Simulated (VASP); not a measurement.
Input of a VASP 6.6.1 run:

Contents of INCAR:

```
SYSTEM = Cu
PREC = Accurate
ENCUT = 520
EDIFF = 1E-6
ISMEAR = -1
SIGMA = 0.02
LREAL = .False.
LASPH = .True.
NELM = 60
ALGO = Fast
ISIF = 2
LWAVE = .False.
LCHARG = .False.
GGA = PE
IVDW = 13
NBANDS = 42
```

KPOINTS

```
Automatic mesh
0
Gamma
  12 12 2
  0 0 0
```

File POSCAR:

```
Cu
1.0
    2.5366048722      0.0000000000      0.0000000000
   -1.2683024361      2.1967642587      0.0000000000
    0.0000000000      0.0000000000     24.8989893733
Cu
6
Direct
    0.3333333333      0.6666666667      0.7103855800
    0.6666666667      0.3333333333      0.5420091400
    0.0000000000      0.0000000000      0.6262355500
    0.3333333333      0.6666666667      0.4579908600
    0.6666666667      0.3333333333      0.2896144200
    0.0000000000      0.0000000000      0.3737644500
```

Potentials or basis: VASP PAW PBE potentials, release 64 (Cu).

Command:

```bash
$ cat potpaw_PBE.64/Cu/POTCAR > POTCAR
$ mpirun -np 1 vasp_std > vasp.out
```

**Question.** Estimate the largest force.

**Answer.** 0.171 eV/Å.

**Question.** Estimate the dispersion energy per atom.

**Answer.** -0.483 eV.

**Question.** Estimate the band gap on the k mesh.

**Answer.** Zero (band 33 reaches 5.11 eV, above the bottom of band 34 at -0.02 eV).

Forces in eV/Å, atoms in the order of the input:
```
Cu   0.000  0.000 -0.171
Cu   0.000  0.000  0.020
Cu   0.000  0.000 -0.063
Cu   0.000  0.000 -0.020
Cu   0.000  0.000  0.171
Cu   0.000  0.000  0.063
```
